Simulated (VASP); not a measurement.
The system is Cs2Ge3.

```
Cs Ge
1.0
     4.64609    0.00000    0.00000
     0.00000    4.64609    0.00000
     0.00000    0.00000    6.84312
Cs Ge
2 3
Cartesian
  0.0000 0.0000 4.9348
  2.3230 2.3230 1.9832
  2.3230 0.0000 6.7984
  0.0000 2.3230 6.7984
  0.0000 0.0000 1.8623
```

The cell was built from a structure type or drawn by symmetry, and may not be a known phase.

| Property | Result |
| --- | --- |
| Program | VASP 6.6.1 |
| Task | relaxation of cell and atoms |
| Functional | PBE |
| Potentials or basis | VASP PAW PBE potentials, release 64 (Cs_sv, Ge_d) |
| Cutoff | 600 eV |
| k mesh | 4 × 4 × 4 |
| Occupations | gaussian, width 0.1 eV |
| Spin | no spin polarisation |

At the start: pressure 10.0 GPa; volume 29.54 Å³/atom.

Where does the relaxation end?

Over 28 steps the energy falls by 746.3 meV/atom and the volume is 39.41 Å³/atom (+33.4 %); space group P4mm (No. 99, to 0.1 Å) before and after.

Step by step:
| step | energy change (eV) | largest force (eV/Å) | pressure (GPa) | volume (Å³) |
| --- | --- | --- | --- | --- |
| 1 | 0.0000 | 3.1580 | 9.98 | 147.72 |
| 2 | -1.9831 | 2.2100 | -0.11 | 190.60 |
| 3 | -2.1002 | 1.9650 | -1.78 | 209.04 |
| 4 | -2.5783 | 1.4970 | -1.62 | 202.84 |
| 5 | -3.2339 | 1.1218 | 0.50 | 183.86 |
| 6 | -3.2472 | 0.6585 | -0.10 | 187.32 |
| 7 | -3.5175 | 0.4641 | -0.08 | 182.67 |
| 8 | -3.5880 | 0.3985 | 0.22 | 178.63 |
| 9 | -3.5887 | 0.4230 | 0.23 | 178.01 |
| 10 | -3.6159 | 0.3354 | -0.23 | 180.54 |
| 11 | -3.6160 | 0.3289 | -0.28 | 180.72 |
| 12 | -3.6322 | 0.2259 | 0.01 | 178.76 |
| 13 | -3.6305 | 0.1833 | 0.54 | 176.16 |
| 14 | -3.6348 | 0.2055 | 0.43 | 177.47 |
| 15 | -3.6473 | 0.1520 | 0.28 | 179.85 |
| 16 | -3.6628 | 0.1306 | 0.08 | 186.00 |
| 17 | -3.6835 | 0.1346 | -0.04 | 188.84 |
| 18 | -3.7124 | 0.2261 | -0.45 | 197.12 |
| 19 | -3.7185 | 0.2002 | 0.18 | 194.64 |
| 20 | -3.7208 | 0.1740 | 0.02 | 195.49 |
| 21 | -3.7262 | 0.1250 | 0.03 | 195.43 |
| 22 | -3.7296 | 0.0516 | 0.14 | 195.33 |
| 23 | -3.7305 | 0.1016 | -0.12 | 197.82 |
| 24 | -3.7309 | 0.0514 | -0.09 | 196.96 |
| 25 | -3.7308 | 0.0463 | 0.01 | 196.69 |
| 26 | -3.7308 | 0.0486 | -0.02 | 196.85 |
| 27 | -3.7309 | 0.0491 | -0.05 | 196.88 |
| 28 | -3.7317 | 0.0164 | -0.01 | 197.06 |

Final structure:
```yaml
crystal:
  lattice:
    - [4.36537, 0.00000, 0.00000]
    - [0.00000, 4.36537, 0.00000]
    - [0.00000, 0.00000, 10.34060]
  atoms:
    - { symbol: Cs, position: [0.00000, 0.00000, 0.74134] }
    - { symbol: Cs, position: [0.50000, 0.50000, 0.33635] }
    - { symbol: Ge, position: [0.50000, 0.00000, 0.01396] }
    - { symbol: Ge, position: [0.00000, 0.50000, 0.01396] }
    - { symbol: Ge, position: [0.00000, 0.00000, 0.16438] }
```

Caveat: the volume moved by over 15 % at a fixed basis, so the end points are rough.
